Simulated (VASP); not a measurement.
Input of a VASP 6.6.1 run:

Contents of INCAR:

```
SYSTEM = B4N3
ALGO = Normal
EDIFF = 1E-7
EDIFFG = -0.01
ENCUT = 600
GGA = PE
IBRION = 2
ISIF = 3
ISMEAR = 0
LASPH = .True.
LCHARG = .False.
LREAL = .False.
LWAVE = .False.
NELM = 100
NSW = 100
PREC = Accurate
SIGMA = 0.1
```

The input KPOINTS:

```
k-points
0
Gamma
  8 8 8
  0 0 0
```

POSCAR

```
B4N3
1.0
    3.6087153062      0.0000000000      0.0000000000
    0.0000000000      3.6087153062      0.0000000000
    0.0000000000      0.0000000000      3.6087153062
B N
4 3
Direct
    0.7377866802      0.2622133198      0.7377866802
    0.2622133198      0.7377866802      0.7377866802
    0.7377866802      0.7377866802      0.2622133198
    0.2622133198      0.2622133198      0.2622133198
    0.5000000000      0.5000000000      0.0000000000
    0.5000000000      0.0000000000      0.5000000000
    0.0000000000      0.5000000000      0.5000000000
```

Potentials or basis: VASP PAW PBE potentials, release 64 (B, N).

Command:

```console
$ cat potpaw_PBE.64/B/POTCAR potpaw_PBE.64/N/POTCAR > POTCAR
$ mpirun -np 1 vasp_std > vasp.out
```

Problem. Predict the space group after relaxing (to 0.05 Å).

Solution. P-43m (No. 215).

Problem. Predict the relaxed volume.

Solution. 6.69 Å³/atom.

Problem. Predict the relaxed cell.

Solution. a = 3.605 Å, b = 3.605 Å, c = 3.605 Å, α = 90.00°, β = 90.00°, γ = 90.00°.

Forces on the atoms (eV/Å):
```
B    0.002 -0.002  0.002
B   -0.002  0.002  0.002
B    0.002  0.002 -0.002
B   -0.002 -0.002 -0.002
N    0.000  0.000  0.000
N    0.000  0.000  0.000
N    0.000  0.000  0.000
```
